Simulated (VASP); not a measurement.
CsSnBr3: single point with PBE

Crystal: CsSnBr3.

```xyz
5
Lattice="5.9074 0.0000 0.0000 0.0000 5.9074 0.0000 0.0000 0.0000 5.9074" Properties=species:S:1:pos:R:3 pbc="T T T"
Cs    0.0000    0.0000    0.0000
Sn    2.9537    2.9537    2.9537
Br    2.9537    2.9537    0.0000
Br    2.9537    0.0000    2.9537
Br    0.0000    2.9537    2.9537
```

```json
{"Program": "VASP 6.6.1", "Task": "single point", "Functional": "PBE", "Potentials or basis": "VASP PAW PBE potentials, release 64 (Cs_sv, Sn_d, Br)", "Cutoff": "500 eV", "k mesh": "4 × 4 × 4", "Occupations": "fermi-dirac, width 0.02 eV", "Spin": "no spin polarisation"}
```

The pressure is 0.0 GPa and the band gap on the k mesh is 0.67 eV, direct.

Levels at points of the mesh, in eV from the valence-band top:
```tsv
k point	band 20	band 21	band 22	band 23	band 24	band 25
(0.00, 0.00, 0.00)	-2.60	-2.60	-2.60	2.45	3.55	3.55
(0.50, 0.00, 0.00)	-2.71	-2.71	-1.84	1.59	3.85	4.37
(0.50, 0.50, 0.00)	-2.95	-2.26	-0.90	1.17	1.17	3.99
(0.50, 0.50, 0.50)	-2.25	-2.25	0.00	0.67	0.67	0.67
```

It took 41 s on 1 thread of AMD EPYC 9R45 96-Core Processor (Zen 5), with other jobs on the host, peak memory 0.31 GiB.

Caveat: spin-orbit coupling is left out, which moves the levels of the heavy elements. Expect the measured gap to be larger: semilocal functionals such as PBE lack the derivative discontinuity.
